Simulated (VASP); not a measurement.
Runs of VASP 6.6.1 on RbTl. The structure is that of space group Fm-3m (No. 225), or close to it. The cells are those of the table. 

```csv
task,cell,k mesh,cutoff (eV),gap on the mesh (eV),pressure (GPa),relaxed volume (Å³/atom)
relaxation of cell and atoms,"relaxed from a = 4.653 Å, angles 60.0°, 2 atoms",4 × 4 × 4,600,none,-0.1,56.72
single point,"a = 4.653 Å, angles 60.0°, 2 atoms",6 × 6 × 6,520,none,8.1,-
single point,"a = 5.362 Å, angles 60.0°, 2 atoms",4 × 4 × 4,520,none,(a),-
single point,"a = 5.362 Å, angles 60.0°, 2 atoms",12 × 12 × 12,520,none,0.0,-
relaxation of cell and atoms,"relaxed from a = 5.362 Å, angles 60.0°, 2 atoms",12 × 12 × 12,600,none,0.0,54.64
```

Alike in all rows: level PBE; potentials or basis VASP PAW PBE potentials, release 64 (Rb_sv, Tl_d); no spin polarisation; smearing gaussian 0.1 eV.

Problem. Fill in the values left out.

Solution. (a) 0.2.

Caveats: some runs use coarse meshes; spin-orbit coupling is left out, which moves the levels of the heavy elements; the volume moved by over 15 % at a fixed basis, so the end points are rough (at least some runs); the cell stands under pressure (at least some runs).

A k mesh can miss the band edges, and the runs leave out spin-orbit coupling on Rb, Tl.

A gap of «none» marks levels without a gap at the run's occupations.
